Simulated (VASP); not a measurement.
BaZrO3: single point with r2SCAN

The system is BaZrO3.

```
O Ba Zr
1.0
     4.15583    0.00000    0.00000
     0.00000    4.15583    0.00000
     0.00000    0.00000    4.15583
O Ba Zr
3 1 1
Direct
  0.00000 0.50000 0.50000
  0.50000 0.00000 0.50000
  0.50000 0.50000 0.00000
  0.00000 0.00000 0.00000
  0.50000 0.50000 0.50000
```

- Program: VASP 6.6.1
- Task: single point
- Functional: r2SCAN
- Potentials or basis: VASP PAW PBE potentials, release 64 (O, Ba_sv, Zr_sv)
- Cutoff: 520 eV
- k mesh: 6 × 6 × 6
- Occupations: fermi-dirac, width 0.0123 eV
- Spin: no spin polarisation

The pressure is 7.4 GPa. The band gap on the k mesh is 3.76 eV, indirect (least direct gap 3.98 eV).

Levels at points of the mesh, in eV from the valence-band top:
```csv
k point,band 18,band 19,band 20,band 21,band 22,band 23
"(0.00, 0.00, 0.00)",-0.21,-0.21,-0.21,3.76,3.76,3.76
"(0.50, 0.00, 0.00)",-1.75,-0.44,-0.44,4.23,6.41,6.41
"(0.50, 0.50, 0.00)",-0.94,-0.75,-0.08,6.37,6.37,7.15
"(0.50, 0.50, 0.50)",0.00,0.00,0.00,6.73,6.73,6.73
```

Run time: 49 s on 1 thread of Intel(R) Xeon(R) 6975P-C (Granite Rapids) (shared host), peak memory 0.2 GiB.

Caveat: the PAW data sets were made with another functional, which shifts forces and pressure a little; spin-orbit coupling is left out, which moves the levels of the heavy elements. A k mesh can miss the band edges.
